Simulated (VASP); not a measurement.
# Pt (I4/mmm) in VASP: notebook, part 2 of 2

VASP 6.6.1.

## Step 3: Single point, r2SCAN (strain -0.015 along x and y, +0.000 along z)

File POSCAR:

```
Pt
1.0
   -1.5459440954      1.5459440954      1.5694863913
    1.5459440954     -1.5459440954      1.5694863913
    1.5459440954      1.5459440954     -1.5694863913
Pt
1
Direct
    0.0000000000      0.0000000000      0.0000000000
```

File INCAR.step1:

```
ALGO     = Normal         # electronic algorithm
EDIFF    = 1E-4           # SCF threshold, eV
ENCUT    = 520            # plane-wave cutoff, eV
GGA      = PE             # functional
ISMEAR   = 0              # smearing method
LASPH    = True           # aspherical terms in the spheres
LCHARG   = False          # write CHGCAR
LREAL    = False          # projectors in reciprocal space
LWAVE    = True           # write WAVECAR
NBANDS   = 11             # bands
NELM     = 80             # most SCF steps
PREC     = Accurate       # precision mode
SIGMA    = 0.15           # smearing width, eV
```

File INCAR.step2:

```
ALGO     = Normal         # electronic algorithm
EDIFF    = 1E-7           # SCF threshold, eV
ENCUT    = 520            # plane-wave cutoff, eV
ISIF     = 2              # what is computed and relaxed
ISMEAR   = 0              # smearing method
ISTART   = 1            
LASPH    = True           # aspherical terms in the spheres
LCHARG   = True           # write CHGCAR
LELF     = True           # ELF
LMIXTAU  = True         
LREAL    = False          # projectors in reciprocal space
LVHAR    = True         
LWAVE    = False          # write WAVECAR
METAGGA  = R2SCAN         # meta-GGA
NBANDS   = 11             # bands
NELM     = 80             # most SCF steps
PREC     = Accurate       # precision mode
SIGMA    = 0.15           # smearing width, eV
```

File KPOINTS:

```
k-points
0
Gamma
  26 26 26
```

Potentials or basis: VASP PAW PBE potentials, release 64 (Pt).

Run with:

```sh
> cat potpaw_PBE.64/Pt/POTCAR > POTCAR
> cp INCAR.step1 INCAR
> mpirun -np 1 vasp_std > vasp.out
> cp INCAR.step2 INCAR
> mpirun -np 1 vasp_std > vasp.out
```

OUTCAR:

```text
EDIFF = 1E-7
   ENCUT = 520
   ISIF = 2
   ISMEAR = 0
   ISTART = 1
   LASPH = True
   LREAL = False
   METAGGA = R2SCAN
   NELM = 80
   PREC = Accurate

 ion  position               nearest neighbor table
   1  0.000  0.000  0.000-

  LATTYP: Found a body centered tetragonal cell.
 ALAT       =     3.0918881908
 C/A-ratio  =     1.0152284264

  Lattice vectors:

 A1 = (  -1.5459440954,   1.5459440954,   1.5694863913)
 A2 = (   1.5459440954,  -1.5459440954,   1.5694863913)
 A3 = (   1.5459440954,   1.5459440954,  -1.5694863913)

Analysis of symmetry for initial positions (statically):
=====================================================================
 Subroutine PRICEL returns:
 Original cell was already a primitive cell.

 Routine SETGRP: Setting up the symmetry group for a
 body centered tetragonal supercell.

 Subroutine GETGRP returns: Found 16 space group operations
 (whereof 16 operations were pure point group operations)
 out of a pool of 16 trial point group operations.

The static configuration has the point symmetry D_4h.

[... 165 lines left out ...]
 k-point     1 :       0.0000    0.0000    0.0000
  band No.  band energies     occupation
      1       0.5967      2.00000
      2       6.9507      2.00000
      3       6.9507      2.00000
      4       7.0890      2.00000
      5       9.6078      2.00000
      6       9.7807      2.00000
      7      28.7592      0.00000
      8      29.0770      0.00000
      9      29.0770      0.00000
     10      39.9610      0.00000
     11      40.1611      0.00000
[... 309 lines left out ...]
 k-point    24 :       0.3846    0.0385   -0.0000
  band No.  band energies     occupation
      1       3.6744      2.00000
      2       5.5869      2.00000
      3       9.0014      2.00000
      4       9.6404      2.00000
      5      10.1592      2.00000
      6      11.6422      0.00000
      7      20.0691      0.00000
      8      25.5842      0.00000
      9      29.0861      0.00000
     10      36.5634      0.00000
     11      36.8214      0.00000

 [... further k-points ...]

------------------------ aborting loop because EDIFF is reached ----------------------------------------

  FORCE on cell =-STRESS in cart. coord.  units (eV):
  Direction    XX          YY          ZZ          XY          YZ          ZX
  --------------------------------------------------------------------------------------
  -------------------------------------------------------------------------------------
  Total        0.8436663      0.8436663      0.9765990      0.0000000      0.0000000      0.0000000
  in kB       90.0899136     90.0899136    104.2849736      0.0000000      0.0000000      0.0000000
  external PRESSURE =      94.8216002 kB  Pullay stress =       0.0000000 kB

 VOLUME and BASIS-vectors are now :
 -----------------------------------------------------------------------------
  energy-cutoff  :      520.00
  volume of cell :       15.00
      direct lattice vectors                 reciprocal lattice vectors
    -1.545944095  1.545944095  1.569486391     0.000000000  0.323426961  0.318575556
     1.545944095 -1.545944095  1.569486391     0.323426961  0.000000000  0.318575556
     1.545944095  1.545944095 -1.569486391     0.323426961  0.323426961  0.000000000

 POSITION                                       TOTAL-FORCE (eV/Angst)
 -----------------------------------------------------------------------------------
      0.00000      0.00000      0.00000        -0.000000      0.000000     -0.000000
 -----------------------------------------------------------------------------------
    total drift:                                0.000000      0.000000      0.000000

  FREE ENERGIE OF THE ION-ELECTRON SYSTEM (eV)
  ---------------------------------------------------
  free  energy   TOTEN  =       -51.4008848424 eV

  energy  without entropy=      -51.3927262885  energy(sigma->0) =      -51.39680557
```

OSZICAR.step1:

```text
N       E                     dE             d eps       ncg     rms          rms(c)
DAV:   1     0.401101081154E+02    0.40110E+02   -0.53785E+03 29748   0.847E+02
DAV:   2    -0.572959536017E+01   -0.45840E+02   -0.44005E+02 33368   0.178E+02
DAV:   3    -0.632857957718E+01   -0.59898E+00   -0.59663E+00 34379   0.194E+01
DAV:   4    -0.633091657809E+01   -0.23370E-02   -0.23368E-02 33941   0.142E+00
DAV:   5    -0.633093494780E+01   -0.18370E-04   -0.18369E-04 34710   0.116E-01    0.127E+01
DAV:   6    -0.601718500999E+01    0.31375E+00   -0.67079E-01 31531   0.651E+00    0.678E+00
DAV:   7    -0.597927783657E+01    0.37907E-01   -0.13434E-01 33595   0.286E+00    0.244E+00
DAV:   8    -0.597609083350E+01    0.31870E-02   -0.61291E-03 31789   0.687E-01    0.524E-01
DAV:   9    -0.597590720523E+01    0.18363E-03   -0.14832E-04 31361   0.109E-01    0.295E-02
DAV:  10    -0.597591140415E+01   -0.41989E-05   -0.30064E-06 16796   0.141E-02
   1 F= -.59759114E+01 E0= -.59713907E+01  d E =-.904150E-02
```

Run time: 5.8 min. Hardware: 1 thread of Intel Xeon Platinum 8559C (Emerald Rapids), shared host; peak memory 0.32 GiB.

Results:

* Free energy: -51.4009 eV
* Pressure: 9.5 GPa
* Band gap on the k mesh: zero (bands 5 and 6 overlap by 2.53 eV)

Levels at points of the mesh, in eV from the Fermi level:
| k point | band 3 | band 4 | band 5 | band 6 | band 7 | band 8 |
| --- | --- | --- | --- | --- | --- | --- |
| (0.00, 0.00, 0.00) | -3.97 | -3.83 | -1.31 | -1.14 | 17.84 | 18.16 |
| (0.50, 0.00, 0.00) | -1.47 | -0.87 | 0.23 | 1.19 | 7.03 | 14.12 |
| (0.50, 0.50, 0.00) | -1.27 | -0.80 | 0.33 | 1.22 | 7.17 | 13.95 |
| (0.50, 0.50, 0.50) | 0.57 | 0.62 | 0.62 | 7.90 | 8.40 | 8.40 |

Caveat: the cell differs from its parent crystal (strain -0.015 along x and y, +0.000 along z); the cell stands under pressure; the PAW data sets were made with another functional, which shifts forces and pressure a little; spin-orbit coupling is left out, which moves the levels of the heavy elements.

## Step 4: Single point, r2SCAN (strain +0.000 along x and y, -0.015 along z)

File POSCAR:

```
Pt
1.0
   -1.5694863913      1.5694863913      1.5459440954
    1.5694863913     -1.5694863913      1.5459440954
    1.5694863913      1.5694863913     -1.5459440954
Pt
1
Direct
    0.0000000000      0.0000000000      0.0000000000
```

File INCAR.step1:

```
PREC = Accurate
ENCUT = 520
ISMEAR = 0
SIGMA = 0.15
LREAL = False
LASPH = True
NELM = 60
NBANDS = 11
GGA = PE
ALGO = Normal
EDIFF = 1E-4
LWAVE = True
LCHARG = False
```

File INCAR.step2:

```
PREC = Accurate
ENCUT = 520
EDIFF = 1E-6
ISMEAR = 0
SIGMA = 0.15
LREAL = False
LASPH = True
NELM = 60
ALGO = Normal
ISIF = 2
LWAVE = False
LCHARG = True
METAGGA = R2SCAN
LMIXTAU = True
LELF = True
LVHAR = True
NBANDS = 11
ISTART = 1
```

File KPOINTS:

```
regular mesh
0
Gamma
  26 26 26
```

Run with:

```sh
> cat potpaw_PBE.64/Pt/POTCAR > POTCAR
> cp INCAR.step1 INCAR
> mpirun -np 1 vasp_std > vasp.out
> cp INCAR.step2 INCAR
> mpirun -np 1 vasp_std > vasp.out
```

Run time: 6.1 min. Hardware: 1 thread of Intel Xeon Platinum 8559C (Emerald Rapids), shared host; peak memory 0.32 GiB.

The run converged. Its results:

- Free energy: -51.4113 eV
- Pressure: 5.0 GPa
- Band gap on the k mesh: zero (bands 5 and 6 overlap by 2.45 eV)

Stress tensor (GPa, compression positive):
```
5.47 0.00 0.00
0.00 5.47 0.00
0.00 0.00 3.99
```

Levels at points of the mesh, in eV from the Fermi level:
| k point | band 3 | band 4 | band 5 | band 6 | band 7 | band 8 |
| --- | --- | --- | --- | --- | --- | --- |
| (0.00, 0.00, 0.00) | -3.78 | -3.78 | -1.28 | -1.11 | 17.96 | 17.96 |
| (0.50, 0.00, 0.00) | -1.32 | -0.80 | 0.35 | 1.17 | 6.98 | 14.00 |
| (0.50, 0.50, 0.00) | -1.48 | -0.90 | 0.25 | 1.14 | 6.84 | 14.18 |
| (0.50, 0.50, 0.50) | 0.57 | 0.57 | 0.62 | 8.03 | 8.03 | 8.52 |

Caveat: the cell differs from its parent crystal (strain +0.000 along x and y, -0.015 along z); the cell stands under pressure; the PAW data sets were made with another functional, which shifts forces and pressure a little; spin-orbit coupling is left out, which moves the levels of the heavy elements.

## Step 5: The runs side by side

| cell | gap on the mesh (eV) | pressure (GPa) |
| --- | --- | --- |
| a = 2.692 Å, angles 108.7, 108.7, 111.1°, 1 atom | none | 9.5 |
| a = 2.691 Å, angles 109.9, 109.9, 108.7°, 1 atom | none | 9.5 |
| a = 2.705 Å, angles 109.1, 109.1, 110.3°, 1 atom | none | 5.0 |

Alike in all rows: task single point; level r2SCAN; potentials or basis VASP PAW PBE potentials, release 64 (Pt); no spin polarisation; k mesh 26 × 26 × 26; cutoff (eV) 520; smearing gaussian 0.15 eV.

Caveats: the cell stands under pressure; the PAW data sets were made with another functional, which shifts forces and pressure a little; spin-orbit coupling is left out, which moves the levels of the heavy elements.

Total energies depend on the potentials used, so only differences within one code and one set of settings carry meaning.
